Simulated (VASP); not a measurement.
Crystal: Zr.

```
Zr
1.0
     2.01908    1.16572    3.51504
    -2.01908    1.16572    3.51504
     0.00000   -2.33143    3.51504
Zr
2
Direct
  0.23364 0.23364 0.23364
  0.76636 0.76636 0.76636
```

| Property | Result |
| --- | --- |
| Program | VASP 6.6.1 |
| Task | relaxation of cell and atoms |
| Functional | PBE |
| Potentials or basis | VASP PAW PBE potentials, release 64 (Zr_sv) |
| Cutoff | 600 eV |
| k mesh | 6 × 6 × 6 |
| Occupations | gaussian, width 0.1 eV |
| Spin | no spin polarisation |

At the start: pressure 0.0 GPa; volume 24.82 Å³/atom.

Question: How do energy, volume and symmetry change on relaxing?

Answer: Over 30 steps the energy falls by 1033.4 meV/atom and the volume is 23.14 Å³/atom (-6.8 %); space group R-3m (No. 166, to 0.1 Å) before, Fm-3m (No. 225, to 0.1 Å).

The path:
```tsv
step	energy change (eV)	largest force (eV/Å)	pressure (GPa)	volume (Å³)
1	0.0000	2.4550	0.04	49.64
2	-0.3764	0.8085	0.02	49.67
3	-0.4089	0.1087	0.17	49.68
4	-0.4111	0.0637	0.17	49.68
5	-0.4456	0.0807	-0.33	49.88
6	-0.6093	0.6940	-2.13	50.29
7	-0.9968	1.7286	-3.68	50.38
8	-1.3316	3.4348	5.04	47.96
9	-1.2736	3.5641	7.81	47.30
10	-1.3022	3.5116	6.64	47.58
11	-1.3043	3.4963	6.64	47.60
12	-1.3103	3.4478	6.64	47.68
13	-1.3195	3.3594	6.63	47.83
14	-1.3272	3.1957	6.62	48.10
15	-1.3269	3.1372	6.63	48.19
16	-1.3372	3.1087	6.46	48.23
17	-1.3674	3.0233	5.87	48.37
18	-1.4238	2.8593	4.76	48.63
19	-1.5222	2.5532	2.68	49.15
20	-1.6649	2.0057	-0.95	50.18
21	-1.7601	0.9806	-6.57	52.22
22	-1.8329	0.8102	-5.88	51.27
23	-1.9838	0.4297	-3.12	48.47
24	-1.9441	0.6887	7.43	43.19
25	-2.0335	0.1995	-0.32	46.52
26	-2.0372	0.0705	0.91	45.83
27	-2.0509	0.0391	0.40	46.06
28	-2.0650	0.0176	-0.96	46.75
29	-2.0650	0.0164	-0.91	46.72
30	-2.0668	0.0183	-0.08	46.28
```

Final structure:
```xyz
2
Lattice="1.6006 0.9241 5.2149 -1.6006 0.9241 5.2149 0.0000 -1.8482 5.2149" Properties=species:S:1:pos:R:3 pbc="T T T"
Zr    0.0000    0.0000    3.9079
Zr    0.0000    0.0000   11.7368
```

Caveat: a cell axis changed by over 15 % at a fixed basis, so the end point is rough.
